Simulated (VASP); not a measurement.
# Sc3H (Pm-3m) in VASP: notebook, part 2 of 2

VASP 6.6.1. The steps go on from the part before.

**3. Relaxation of cell and atoms, PBE**

This run uses another cell than the first one, of 15.64 Å³/atom.

The input, INCAR:

```
ALGO     = Fast           # electronic algorithm
EDIFF    = 1E-6           # SCF threshold, eV
EDIFFG   = -0.04          # ionic threshold
ENCUT    = 600            # plane-wave cutoff, eV
GGA      = PE             # functional
IBRION   = 2              # ionic algorithm
ISIF     = 3              # what is computed and relaxed
ISMEAR   = 0              # smearing method
LASPH    = T              # aspherical terms in the spheres
LCHARG   = F              # write CHGCAR
LREAL    = F              # projectors in reciprocal space
LWAVE    = F              # write WAVECAR
NELM     = 60             # most SCF steps
NSW      = 90             # ionic steps
PREC     = Accurate       # precision mode
SIGMA    = 0.1            # smearing width, eV
```

The input, KPOINTS:

```
k-points
0
Gamma
  4 4 4
```

The input, POSCAR:

```
Sc3H
1.0
    3.9694104029      0.0000000000      0.0000000000
    0.0000000000      3.9694104029      0.0000000000
    0.0000000000      0.0000000000      3.9694104029
Sc H
3 1
Direct
    0.0000000000      0.5000000000      0.5000000000
    0.5000000000      0.0000000000      0.5000000000
    0.5000000000      0.5000000000      0.0000000000
    0.0000000000      0.0000000000      0.0000000000
```

Potentials or basis: VASP PAW PBE potentials, release 64 (Sc_sv, H).

Command:

```console
$ cat potpaw_PBE.64/Sc_sv/POTCAR potpaw_PBE.64/H/POTCAR > POTCAR
$ mpirun -np 1 vasp_std > vasp.out
```

OUTCAR:

```text
EDIFF = 1E-6
   EDIFFG = -0.04
   ENCUT = 600
   GGA = PE
   IBRION = 2
   ISIF = 3
   ISMEAR = 0
   LASPH = T
   LREAL = F
   NELM = 60
   NSW = 90
   PREC = Accurate

 ion  position               nearest neighbor table
   1  0.000  0.500  0.500-   2 2.81   3 2.81   3 2.81   2 2.81   2 2.81   3 2.81   3 2.81   2 2.81

   2  0.500  0.000  0.500-   1 2.81   3 2.81   3 2.81   1 2.81   3 2.81   3 2.81   1 2.81   1 2.81

   3  0.500  0.500  0.000-   1 2.81   2 2.81   1 2.81   2 2.81   2 2.81   2 2.81   1 2.81   1 2.81

   4  0.000  0.000  0.000-

  LATTYP: Found a simple cubic cell.
 ALAT       =     3.9694104029

  Lattice vectors:

 A1 = (   3.9694104029,   0.0000000000,   0.0000000000)
 A2 = (   0.0000000000,   3.9694104029,   0.0000000000)
 A3 = (   0.0000000000,   0.0000000000,   3.9694104029)

Analysis of symmetry for initial positions (statically):
=====================================================================
 Subroutine PRICEL returns:
 Original cell was already a primitive cell.

 Routine SETGRP: Setting up the symmetry group for a
 simple cubic supercell.

 Subroutine GETGRP returns: Found 48 space group operations
 (whereof 48 operations were pure point group operations)
 out of a pool of 48 trial point group operations.

The static configuration has the point symmetry O_h .

Analysis of symmetry for dynamics (positions and initial velocities):
=====================================================================
 Subroutine PRICEL returns:
 Original cell was already a primitive cell.

 Routine SETGRP: Setting up the symmetry group for a
 simple cubic supercell.

 Subroutine GETGRP returns: Found 48 space group operations
 (whereof 48 operations were pure point group operations)
 out of a pool of 48 trial point group operations.

The dynamic configuration has the point symmetry O_h .

[... 76 lines left out ...]
   NGXF,Y,Z  is equivalent  to a cutoff of  26.80, 26.80, 26.80 a.u.
 SYSTEM =  unknown system
   PREC   = accura    normal or accurate (medium, high low for compatibility)
   ISTART =      0    job   : 0-new  1-cont  2-samecut
   ICHARG =      2    charge: 1-file 2-atom 10-const
   ISPIN  =      1    spin polarized calculation?
   LNONCOLLINEAR =      F non collinear calculations
   LSORBIT =      F    spin-orbit coupling
   LASPH  =      T    aspherical Exc in radial PAW
   ENCUT  =  600.0 eV  44.10 Ry    6.64 a.u.   7.93  7.93  7.93*2*pi/ulx,y,z
   NELM   =     60;   NELMIN=  2; NELMDL= -5     # of ELM steps
   EDIFF  = 0.1E-05   stopping-criterion for ELM
   LREAL  =      F    real-space projection
   EDIFFG = -.4E-01   stopping-criterion for IOM
   NSW    =     90    number of steps for IOM
   IBRION =      2    ionic relax: 0-MD 1-quasi-New 2-CG
   NFREE  =      1    steps in history (QN), initial steepest desc. (CG)
   ISIF   =      3    stress and relaxation
   ISYM   =      2    0-nonsym 1-usesym 2-fastsym
   POTIM  = 0.5000    time-step for ionic-motion
   TEBEG  =    0.0;   TEEND  =   0.0 temperature during run
   PSTRESS=    0.0 pullay stress
   NELECT =      34.0000    total number of electrons
   NUPDOWN=      -1.0000    fix difference up-down
   EMIN   =  10.00;   EMAX   =-10.00  energy-range for DOS
   EFERMI =   0.00;   METHOD = LEGACY
   ISMEAR =     0;   SIGMA  =   0.10  broadening in eV -4-tet -1-fermi 0-gaus
   EFERMI_NEDOS =   21; number of points for ismear=-14 and -15
   IALGO  =     68    algorithm
   IMIX   =      4    mixing-type and parameters
     AMIX     =   0.40;   BMIX     =  1.00
     AMIX_MAG =   1.60;   BMIX_MAG =  1.00
  volume/ion in A,a.u.               =      15.64       105.52
  Fermi-wavevector in a.u.,A,eV,Ry     =   1.336109  2.524879 24.288937  1.785187
  Thomas-Fermi vector in A             =   2.464761
   LORBIT       =      0    0 simple, 1 ext, 2 COOP (PROOUT), +10 PAW based schemes
   GGA     = PE    functional components
   LHFCALC =     F    Hartree Fock is set to
   AEXX    =    0.0000 exact exchange contribution
   IVDW    =     0    specifies the selected vdW correction
   LEPSILON=     F    determine dielectric tensor
   LRPA    =     F    only Hartree local field effects (RPA)
 conjugate gradient relaxation of ions
 non-spin polarized calculation
 RMM-DIIS sequential band-by-band and
 Gauss-broadening in eV      SIGMA  =   0.10
  energy-cutoff  :      600.00
  volume of cell :       62.54
 maximum number of plane-waves:      2176
 NGX is ok and might be reduce to    32
   NGX = 15   NGY = 15   NGZ = 15

--------------------------------------- Ionic step        1  -------------------------------------------

 number of electron      33.9999998 magnetization

 Free energy of the ion-electron system (eV)
  ---------------------------------------------------
  ext. energy  EPLUGINS =         0.00000000
  ---------------------------------------------------
  free energy    TOTEN  =       -18.70874870 eV

  energy without entropy =      -18.68713832  energy(sigma->0) =      -18.69794351

 E-fermi :   5.0950     XC(G=0): -10.7126

 val. band max:        5.0858408992   @ k =   0.5000   0.2500   0.2500
 cond. band min:       5.1228158466   @ k =   0.5000   0.2500   0.0000
 fundamental gap:      0.0369749474
 Fermi energy:         5.0950457065
[... 560 lines left out ...]
--------------------------------------- Ionic step        3  -------------------------------------------

 number of electron      33.9999991 magnetization

 Free energy of the ion-electron system (eV)
  ---------------------------------------------------
  ext. energy  EPLUGINS =         0.00000000
  ---------------------------------------------------
  free energy    TOTEN  =       -19.54979042 eV

  energy without entropy =      -19.53795481  energy(sigma->0) =      -19.54387261

 E-fermi :   3.4081     XC(G=0):  -9.6026

 val. band max:        3.4007791483   @ k =   0.5000   0.0000   0.0000
 cond. band min:       3.4973155947   @ k =   0.5000   0.2500   0.0000
 fundamental gap:      0.0965364463
 Fermi energy:         3.4080590825
[... 269 lines left out ...]
  FREE ENERGIE OF THE ION-ELECTRON SYSTEM (eV)
  ---------------------------------------------------
  free  energy   TOTEN  =       -19.5497904150 eV

  energy  without entropy=      -19.5379548116  energy(sigma->0) =      -19.54387261

 reached required accuracy - stopping structural energy minimisation
```

OSZICAR:

```text
N       E                     dE             d eps       ncg     rms          rms(c)
DAV:   1     0.697603431204E+03    0.69760E+03   -0.17157E+04   420   0.198E+03
DAV:   2     0.250126274407E+02   -0.67259E+03   -0.66647E+03   604   0.785E+02
DAV:   3    -0.177763348442E+02   -0.42789E+02   -0.41867E+02   666   0.272E+02
[... 59 lines left out ...]
RMM:  12    -0.195497844058E+02   -0.54921E-05   -0.61139E-05   334   0.287E-02    0.130E-03
RMM:  13    -0.195497869525E+02   -0.25467E-05   -0.27907E-05   295   0.173E-02    0.233E-03
RMM:  14    -0.195497887722E+02   -0.18197E-05   -0.15509E-05   279   0.145E-02    0.204E-03
RMM:  15    -0.195497897825E+02   -0.10104E-05   -0.89715E-06   261   0.105E-02    0.235E-03
RMM:  16    -0.195497904150E+02   -0.63246E-06   -0.50756E-06   261   0.953E-03
   3 F= -.19549790E+02 E0= -.19543873E+02  d E =-.841042E+00
```

CONTCAR:

```text
Sc3H
   1.00000000000000
     4.3430439994751611   -0.0000000000000000    0.0000000000000000
    -0.0000000000000000    4.3430439994751611    0.0000000000000000
     0.0000000000000000   -0.0000000000000000    4.3430439994751611
  Sc              H
     3     1
Direct
     0.0000000000000000    0.5000000000000000    0.5000000000000000
     0.5000000000000000    0.0000000000000000    0.5000000000000000
     0.5000000000000000    0.5000000000000000    0.0000000000000000
     0.0000000000000000    0.0000000000000000    0.0000000000000000

  0.00000000E+00  0.00000000E+00  0.00000000E+00
  0.00000000E+00  0.00000000E+00  0.00000000E+00
  0.00000000E+00  0.00000000E+00  0.00000000E+00
  0.00000000E+00  0.00000000E+00  0.00000000E+00
```

Wall time 88 s (1 thread of AMD EPYC 9755, shared host); peak memory 0.15 GiB.

What came out:

| Quantity | Value |
| --- | --- |
| Free energy | -19.5498 eV |
| Relaxed volume | 20.48 Å³/atom |
| Relaxed cell | a = 4.343 Å, b = 4.343 Å, c = 4.343 Å, α = 90.00°, β = 90.00°, γ = 90.00° |
| Space group after relaxing (to 0.1 Å) | Pm-3m (No. 221) |
| Energy gained by relaxing | 210.3 meV/atom |
| Ionic steps | 3 |
| Pressure after relaxing | -0.2 GPa |
| Band gap on the k mesh | zero (bands 17 and 18 overlap by 1.00 eV) |

Step by step:
| step | energy change (eV) | largest force (eV/Å) | pressure (GPa) | volume (Å³) |
| --- | --- | --- | --- | --- |
| 1 | 0.0000 | 0.0000 | 16.80 | 62.54 |
| 2 | -0.8261 | 0.0000 | 1.66 | 78.58 |
| 3 | -0.8410 | 0.0000 | -0.21 | 81.92 |

Final structure:
```
Sc H
1.0
     4.34304    0.00000    0.00000
     0.00000    4.34304    0.00000
     0.00000    0.00000    4.34304
Sc H
3 1
Cartesian
  0.0000 2.1715 2.1715
  2.1715 0.0000 2.1715
  2.1715 2.1715 0.0000
  0.0000 0.0000 0.0000
```

Caveat: the k points lie up to 0.36 Å⁻¹ apart in the final cell, too coarse for converged energies and pressures of a metal; the volume moved by over 15 % at a fixed basis, so the end points are rough.

**4. Single point, PBE**

This run uses another cell than the first one, of 20.45 Å³/atom.

The input, INCAR:

```
SYSTEM = Sc3H
PREC = Accurate ; ENCUT = 520
EDIFF = 1E-6 ; ISMEAR = 0
SIGMA = 0.1 ; LREAL = .FALSE.
LASPH = .TRUE. ; NELM = 80
ALGO = Fast ; ISIF = 2
LWAVE = .FALSE. ; LCHARG = .FALSE.
GGA = PE ; NBANDS = 25
```

The input, KPOINTS:

```
Automatic mesh
0
G
  12 12 12
  0 0 0
```

The input, POSCAR:

```
Sc3H
1.0
    4.3408614085      0.0000000000      0.0000000000
    0.0000000000      4.3408614085      0.0000000000
    0.0000000000      0.0000000000      4.3408614085
Sc H
3 1
Direct
    0.0000000000      0.5000000000      0.5000000000
    0.5000000000      0.0000000000      0.5000000000
    0.5000000000      0.5000000000      0.0000000000
    0.0000000000      0.0000000000      0.0000000000
```

Command:

```console
$ cat potpaw_PBE.64/Sc_sv/POTCAR potpaw_PBE.64/H/POTCAR > POTCAR
$ mpirun -np 1 vasp_std > vasp.out
```

Run time: 3.2 min. Hardware: 1 thread of AMD EPYC 9755, shared host; peak memory 0.24 GiB.

The run converged. Its results:

- Free energy: -19.4728 eV
- Pressure: 0.0 GPa
- Band gap on the k mesh: zero (bands 17 and 18 overlap by 1.00 eV)

Levels at points of the mesh, in eV from the Fermi level:
```csv
k point,band 13,band 14,band 15,band 16,band 17,band 18,band 19,band 20,band 21,band 22
"(0.00, 0.00, 0.00)",-6.01,-2.73,-0.76,-0.76,-0.41,-0.41,-0.41,2.07,2.56,2.56
"(0.50, 0.00, 0.00)",-4.60,-3.32,-1.01,-0.05,0.18,0.18,0.47,0.97,0.97,1.72
"(0.50, 0.50, 0.00)",-3.94,-1.60,-1.60,-1.37,0.15,0.31,0.51,0.51,1.23,1.23
"(0.50, 0.50, 0.50)",-4.05,-1.36,-1.36,-1.36,0.59,0.94,0.94,0.94,1.26,1.26
```

**5. Relaxation of cell and atoms, PBE**

The input, INCAR:

```
  ALGO = Fast
  EDIFF = 1E-6
  EDIFFG = -0.01
  ENCUT = 600
  GGA = PE
  IBRION = 2
  ISIF = 3
  ISMEAR = 0
  LASPH = True
  LCHARG = False
  LREAL = False
  LWAVE = False
  NELM = 80
  NSW = 100
  PREC = Accurate
  SIGMA = 0.1
```

The input, KPOINTS:

```
k-points
0
Gamma
  12 12 12
```

The input, POSCAR:

```
Sc3H
1.0
    4.3309982868      0.0000000000      0.0000000000
    0.0000000000      4.3309982868      0.0000000000
    0.0000000000      0.0000000000      4.3309982868
Sc H
3 1
Direct
    0.0000000000      0.5000000000      0.5000000000
    0.5000000000      0.0000000000      0.5000000000
    0.5000000000      0.5000000000      0.0000000000
    0.0000000000      0.0000000000      0.0000000000
```

Potentials or basis: VASP PAW PBE potentials, release 64 (Sc_sv, H).

Command:

```console
$ cat potpaw_PBE.64/Sc_sv/POTCAR potpaw_PBE.64/H/POTCAR > POTCAR
$ mpirun -np 1 vasp_std > vasp.out
```

OUTCAR:

```text
EDIFF = 1E-6
   EDIFFG = -0.01
   ENCUT = 600
   GGA = PE
   IBRION = 2
   ISIF = 3
   ISMEAR = 0
   LASPH = True
   LREAL = False
   NELM = 80
   NSW = 100
   PREC = Accurate

 ion  position               nearest neighbor table
   1  0.000  0.500  0.500-   2 3.06   3 3.06   3 3.06   2 3.06   2 3.06   3 3.06   3 3.06   2 3.06

   2  0.500  0.000  0.500-   1 3.06   3 3.06   3 3.06   1 3.06   3 3.06   3 3.06   1 3.06   1 3.06

   3  0.500  0.500  0.000-   1 3.06   2 3.06   1 3.06   2 3.06   2 3.06   2 3.06   1 3.06   1 3.06

   4  0.000  0.000  0.000-

  LATTYP: Found a simple cubic cell.
 ALAT       =     4.3309982868

  Lattice vectors:

 A1 = (   4.3309982868,   0.0000000000,   0.0000000000)
 A2 = (   0.0000000000,   4.3309982868,   0.0000000000)
 A3 = (   0.0000000000,   0.0000000000,   4.3309982868)

Analysis of symmetry for initial positions (statically):
=====================================================================
 Subroutine PRICEL returns:
 Original cell was already a primitive cell.

[... 218 lines left out ...]
  ext. energy  EPLUGINS =         0.00000000
  ---------------------------------------------------
  free energy    TOTEN  =       -19.47327838 eV

  energy without entropy =      -19.43137447  energy(sigma->0) =      -19.45232643

 E-fermi :   3.4845     XC(G=0):  -9.6094

 val. band max:        3.4800777604   @ k =   0.5000   0.3333   0.1667
 cond. band min:       3.4848221370   @ k =   0.4167   0.2500   0.0833
 fundamental gap:      0.0047443766
 Fermi energy:         3.4844537449

 k-point     1 :       0.0000    0.0000    0.0000
  band No.  band energies     occupation
      1     -46.0424      2.00000
      2     -45.9164      2.00000
      3     -45.9164      2.00000
      4     -24.8743      2.00000
      5     -24.8743      2.00000
      6     -24.8743      2.00000
[... 565 lines left out ...]
     20       4.0659      0.00000
     21       4.4070      0.00000

 [... further k-points ...]
[... 5 lines left out ...]
  --------------------------------------------------------------------------------------
  -------------------------------------------------------------------------------------
  Total        0.0239908      0.0239908      0.0239908     -0.0000000     -0.0000000      0.0000000
  in kB        0.4705155      0.4705155      0.4705155     -0.0000000     -0.0000000      0.0000000
  external PRESSURE =       0.4705155 kB  Pullay stress =       0.0000000 kB

 VOLUME and BASIS-vectors are now :
 -----------------------------------------------------------------------------
  energy-cutoff  :      600.00
  volume of cell :       81.69
      direct lattice vectors                 reciprocal lattice vectors
     4.339040864 -0.000000000 -0.000000000     0.230465679  0.000000000  0.000000000
    -0.000000000  4.339040864 -0.000000000     0.000000000  0.230465679  0.000000000
     0.000000000 -0.000000000  4.339040864     0.000000000  0.000000000  0.230465679

 POSITION                                       TOTAL-FORCE (eV/Angst)
 -----------------------------------------------------------------------------------
     -0.00000      2.16952      2.16952        -0.000000     -0.000000      0.000000
      2.16952     -0.00000      2.16952         0.000000     -0.000000      0.000000
      2.16952      2.16952     -0.00000         0.000000      0.000000      0.000000
      0.00000      0.00000      0.00000         0.000000      0.000000      0.000000
 -----------------------------------------------------------------------------------
    total drift:                                0.000000      0.000000      0.000000

  FREE ENERGIE OF THE ION-ELECTRON SYSTEM (eV)
  ---------------------------------------------------
  free  energy   TOTEN  =       -19.4732783816 eV

  energy  without entropy=      -19.4313744747  energy(sigma->0) =      -19.45232643

 reached required accuracy - stopping structural energy minimisation
```

It took 7.8 min on 1 thread of AMD EPYC 9755, shared host; peak memory 0.28 GiB.

Results:

* Free energy: -19.4733 eV
* Relaxed volume: 20.42 Å³/atom
* Relaxed cell: a = 4.339 Å, b = 4.339 Å, c = 4.339 Å, α = 90.00°, β = 90.00°, γ = 90.00°
* Space group after relaxing (to 0.1 Å): Pm-3m (No. 221)
* Energy gained by relaxing: 0.1 meV/atom
* Ionic steps: 2
* Pressure after relaxing: 0.0 GPa
* Band gap on the k mesh: zero (bands 17 and 18 overlap by 1.01 eV)

The path:
```
step  energy change (eV)  largest force (eV/Å)  pressure (GPa)  volume (Å³)
   1              0.0000                0.0000            0.30        81.24
   2             -0.0005                0.0000            0.05        81.69
```

Final structure:
```
Sc H
1.0
     4.33904    0.00000    0.00000
     0.00000    4.33904    0.00000
     0.00000    0.00000    4.33904
Sc H
3 1
Direct
  0.00000 0.50000 0.50000
  0.50000 0.00000 0.50000
  0.50000 0.50000 0.00000
  0.00000 0.00000 0.00000
```

Levels at points of the mesh, in eV from the Fermi level:
| k point | band 13 | band 14 | band 15 | band 16 | band 17 | band 18 | band 19 | band 20 | band 21 |
| --- | --- | --- | --- | --- | --- | --- | --- | --- | --- |
| (0.00, 0.00, 0.00) | -6.01 | -2.73 | -0.76 | -0.76 | -0.41 | -0.41 | -0.41 | 2.07 | 2.58 |
| (0.50, 0.00, 0.00) | -4.60 | -3.32 | -1.01 | -0.05 | 0.18 | 0.18 | 0.47 | 0.97 | 0.97 |
| (0.50, 0.50, 0.00) | -3.94 | -1.60 | -1.60 | -1.37 | 0.15 | 0.31 | 0.51 | 0.51 | 1.23 |
| (0.50, 0.50, 0.50) | -4.06 | -1.36 | -1.36 | -1.36 | 0.60 | 0.94 | 0.94 | 0.94 | 1.26 |

**6. Overview**

| task | cell | k mesh | cutoff (eV) | gap on the mesh (eV) | pressure (GPa) | relaxed volume (Å³/atom) |
| --- | --- | --- | --- | --- | --- | --- |
| single point | a = 4.331 Å, 4 atoms | 4 × 4 × 4 | 520 | none | 0.1 | - |
| relaxation of cell and atoms | relaxed from a = 3.969 Å, 4 atoms | 4 × 4 × 4 | 600 | none | -0.2 | 20.48 |
| single point | a = 4.341 Å, 4 atoms | 12 × 12 × 12 | 520 | none | 0.0 | - |
| relaxation of cell and atoms | relaxed from a = 4.331 Å, 4 atoms | 12 × 12 × 12 | 600 | none | 0.0 | 20.42 |

Alike in all rows: level PBE; potentials or basis VASP PAW PBE potentials, release 64 (Sc_sv, H); no spin polarisation; smearing gaussian 0.1 eV.

Caveats: some runs use coarse meshes; the volume moved by over 15 % at a fixed basis, so the end points are rough (at least some runs).

Total energies depend on the potentials used, so only differences within one code and one set of settings carry meaning.

The gap in the log of VASP goes by the Fermi energy; the results here count the filled bands.